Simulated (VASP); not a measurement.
Hf:

```
Hf
1.0
     0.00000    2.21390    2.21390
     2.21390    0.00000    2.21390
     2.21390    2.21390    0.00000
Hf
1
Cartesian
  0.0000 0.0000 0.0000
```

Base run:

| Item | Value |
| --- | --- |
| Program | VASP 6.6.1 |
| Functional | PBEsol |
| Potentials or basis | VASP PAW PBE potentials, release 64 (Hf_pv) |
| Cutoff | 520 eV |
| k mesh | 12 × 12 × 12 |
| Occupations | methfessel-paxton, width 0.1 eV |
| Spin | no spin polarisation |

Its results: band gap on the k mesh zero (band 5 reaches 6.19 eV, above the bottom of band 6 at 4.39 eV); pressure -1.3 GPa.

**Question.** The run is repeated on the same cell with these changes: k mesh from 12 × 12 × 12 to 9 × 9 × 9; further incar settings from ALGO = Normal; EDIFF = 1e-07; NBANDS = 11 to ALGO = Normal; EDIFF = 1e-06; NBANDS = 11. What comes out?

**Answer.** Band gap on the k mesh zero (band 5 reaches 6.19 eV, above the bottom of band 6 at 4.23 eV); pressure -0.4 GPa.

Caveats: the PAW data sets were made with another functional, which shifts forces and pressure a little; spin-orbit coupling is left out, which moves the levels of the heavy elements.
